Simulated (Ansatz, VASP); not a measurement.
# Sn: VASP beside Ansatz

```
CELL_PARAMETERS angstrom
0.00000 3.23334 3.23334
3.23334 0.00000 3.23334
3.23334 3.23334 0.00000
ATOMIC_POSITIONS crystal
Sn 0.00000 0.00000 0.00000
Sn 0.25000 0.25000 0.25000
```

Alike in both runs: task single point; functional PBE; k mesh 12 × 12 × 12; occupations gaussian, width 0.05 eV; no spin polarisation.

|  | VASP | Ansatz |
| --- | --- | --- |
| version | VASP 6.6.1 | Ansatz 0.2.0 |
| potentials or method | VASP PAW PBE potentials, release 64 (Sn_d), cutoff 520 eV | scalar-relativistic, plane waves, PAW |
| valence electrons in the cell | 28 | 28 |

```csv
,VASP,Ansatz,Ansatz less VASP
gap on the k mesh at the Fermi level (eV),none,none,-
pressure (GPa),3.7,3.8,+0.05
```

A gap of «none» marks a metal or a gap that the smearing closes. With one functional, cell and mesh, what is left measures potentials, basis and numerics.
